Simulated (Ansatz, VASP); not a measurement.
**Ba2CaBe2 in VASP and in Ansatz**

File INCAR:

```
SYSTEM = Ba2CaBe2
PREC     = Accurate       ! precision mode
ENCUT    = 520            ! plane-wave cutoff, eV
EDIFF    = 1E-6           ! SCF threshold, eV
ISMEAR   = 0              ! smearing method
SIGMA    = 0.013          ! smearing width, eV
LREAL    = .FALSE.        ! projectors in reciprocal space
LASPH    = .TRUE.         ! aspherical terms in the spheres
NELM     = 80             ! most SCF steps
ALGO     = Normal         ! electronic algorithm
ISIF     = 2              ! what is computed and relaxed
LWAVE    = .FALSE.        ! write WAVECAR
LCHARG   = .TRUE.         ! write CHGCAR
GGA      = PE             ! functional
LELF     = .TRUE.         ! ELF
LVHAR    = .TRUE.       
NBANDS   = 45             ! bands
```

The input KPOINTS:

```
regular mesh
0
G
  6 6 3
  0 0 0
```

The input POSCAR:

```
Ba2CaBe2
1.0
    4.6280070000      0.0000000000      0.0000000000
    0.0000000000      4.6280070000      0.0000000000
    0.0000000000      0.0000000000     11.4203560000
Ba Ca Be
4 2 4
Direct
    0.2500000000      0.2500000000      0.3680000000
    0.7500000000      0.7500000000      0.6320000000
    0.7500000000      0.2500000000      0.0000000000
    0.2500000000      0.7500000000      0.0000000000
    0.2500000000      0.2500000000      0.7490000000
    0.7500000000      0.7500000000      0.2510000000
    0.2500000000      0.2500000000      0.1080000000
    0.7500000000      0.7500000000      0.8920000000
    0.7500000000      0.2500000000      0.5000000000
    0.2500000000      0.7500000000      0.5000000000
```

Input for Ansatz:

```yaml
crystal:
  lattice:
    - [4.628007, 0.0, 0.0]
    - [0.0, 4.628007, 0.0]
    - [0.0, 0.0, 11.420356]
  atoms:
    - { symbol: Ba, position: [0.25, 0.25, 0.368] }
    - { symbol: Ba, position: [0.75, 0.75, 0.632] }
    - { symbol: Ca, position: [0.25, 0.25, 0.749] }
    - { symbol: Ca, position: [0.75, 0.75, 0.251] }
    - { symbol: Be, position: [0.25, 0.25, 0.108] }
    - { symbol: Be, position: [0.75, 0.75, 0.892] }
    - { symbol: Ba, position: [0.75, 0.25, 0.0] }
    - { symbol: Ba, position: [0.25, 0.75, 0.0] }
    - { symbol: Be, position: [0.75, 0.25, 0.5] }
    - { symbol: Be, position: [0.25, 0.75, 0.5] }
  symmetry: { tolerance: 0.0003 }
kpoints:
  mp_grid: { grid: [6, 6, 3], shift: [0, 0, 0] }
  band_path:
    path:
      - [0.0, 0.0, 0.0]
      - [0.0, 0.5, 0.0]
      - [0.5, 0.5, 0.0]
      - [0.0, 0.0, 0.0]
      - [0.0, 0.0, 0.5]
      - [0.0, 0.5, 0.5]
      - [0.5, 0.5, 0.5]
      - [0.0, 0.0, 0.5]
    npoints: 7
magnetization:
  spin_polarized: false
scf:
  occupations: { method: gaussian, width: 0.013 }
  lower_state_search: "off"
  max_iter: 200
hamiltonian:
  pseudopotentials: { kind: paw }
  xc: pbe
basis:
  ecutwfc: 420
  fft_grid_basis: typed
output:
  forces: true
  stress: true
  eigenvalues: true
  bader: true
  populations: true
  elf: true
  write_potential: true
  volumetric_format: npy
  dos:
    e_range: [-12, 8]
    de: 0.05
    projected: { site_lists: { Ba: [Ba], Be: [Be], Ca: [Ca] } }
checkpoint:
  read: saved_state
```

Alike in both runs: task single point; functional PBE; k mesh 6 × 6 × 3; occupations gaussian, width 0.013 eV; no spin polarisation.

|  | VASP | Ansatz |
| --- | --- | --- |
| version | VASP 6.6.1 | Ansatz 0.2.0 |
| potentials or method | VASP PAW PBE potentials, release 64 (Ba_sv, Ca_sv, Be), cutoff 520 eV | PAW plane waves |
| valence electrons in the cell | 68 | 68 |

VASP gave:

| Quantity | Value |
| --- | --- |
| pressure (GPa) | 14.2 |
| rms of the force components (eV/Å) | 0.736 |

**Question.** Estimate Ansatz's values.

**Answer.** Pressure (GPa): 13.3; rms of the force components (eV/Å): 0.707.

Spin-orbit coupling is off throughout.
